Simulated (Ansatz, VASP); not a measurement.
**SrFeO4 in VASP and in Ansatz**

File INCAR:

```
SYSTEM = SrFeO4
PREC = Accurate
ENCUT = 600
EDIFF = 1E-6
ISMEAR = 0
SIGMA = 0.1
LREAL = .FALSE.
LASPH = .TRUE.
NELM = 150
ALGO = Normal
ISIF = 3
LWAVE = .FALSE.
LCHARG = .FALSE.
ISPIN = 2
MAGMOM = 0 4 0 0 0 0
LORBIT = 11
LMAXMIX = 4
GGA = PE
IBRION = 2
NSW = 90
EDIFFG = -0.04
```

The input KPOINTS:

```
Automatic mesh
0
G
  6 6 4
  0 0 0
```

The input POSCAR:

```
SrFeO4
1.0
    4.2709150000      0.0000000000      0.0000000000
   -2.1354575000      3.6987208900      0.0000000000
    0.0000000000      0.0000000000      5.2031753800
Sr Fe O
1 1 4
Direct
    0.0000000000      0.0000000000      0.0000000000
    0.0000000000      0.0000000000      0.5000000000
    0.3333333300      0.6666666700      0.2571785000
    0.3333333300      0.6666666700      0.7428215000
    0.6666666700      0.3333333300      0.7428215000
    0.6666666700      0.3333333300      0.2571785000
```

Input for Ansatz:

```yaml
crystal:
  lattice:
    - [4.270915, 0.0, 0.0]
    - [-2.1354575, 3.69872089, 0.0]
    - [0.0, 0.0, 5.20317538]
  atoms:
    - { symbol: Sr, position: [0.0, 0.0, 0.0] }
    - { symbol: Fe, position: [0.0, 0.0, 0.5], spin: 4.0 }
    - { symbol: O, position: [0.33333333, 0.66666667, 0.2571785] }
    - { symbol: O, position: [0.33333333, 0.66666667, 0.7428215] }
    - { symbol: O, position: [0.66666667, 0.33333333, 0.7428215] }
    - { symbol: O, position: [0.66666667, 0.33333333, 0.2571785] }
basis:
  ecutwfc: 420
kpoints:
  mp_grid: { grid: [6, 6, 4] }
hamiltonian:
  xc: pbe
scf:
  occupations: { method: gaussian, width: 0.1 }
  lower_state_search: "off"
output:
  forces: true
  stress: true
  eigenvalues: true
  populations: true
magnetization:
  spin_polarized: true
relax:
  adjacent_minimum: "off"
  f_tol: 0.04
  max_steps: 70
  cell: { stress_tol: 0.4 }
```

Alike in both runs: task relaxation of cell and atoms; functional PBE; k mesh 6 × 6 × 4; occupations gaussian, width 0.1 eV; collinear spin.

|  | VASP | Ansatz |
| --- | --- | --- |
| version | VASP 6.6.1 | Ansatz 0.2.0 |
| potentials or method | VASP PAW PBE potentials, release 64 (Sr_sv, Fe, O), cutoff 600 eV | scalar-relativistic, plane waves, PAW |
| valence electrons in the cell | 42 | 50 |

```tsv
	VASP	Ansatz	Ansatz less VASP
gap on the k mesh at the Fermi level, each at its own relaxed structure (eV)	none	none	-
net moment per atom (μB)	0.02	0.71	+0.687
size of the moment on the site where the two differ most (μB)	0.15	3.67	+3.520
relaxed volume (Å³/atom)	10.71	11.32	+0.605
relaxed cell length with the largest relative difference (Å)	5.886	6.078	+0.1914
```

The net moments are unlike, so the other rows may belong to different states. Site moments also hang on the region over which each program counts them. A gap of «none» marks a metal or a gap that the smearing closes. VASP's potentials hold 42 valence electrons a cell and Ansatz's 50, so a difference there can come from the potentials and not from the codes. Ansatz's warnings: seeded moment not kept.

Noted on VASP's run: the volume moved by over 15 % at a fixed basis, so the end points are rough.
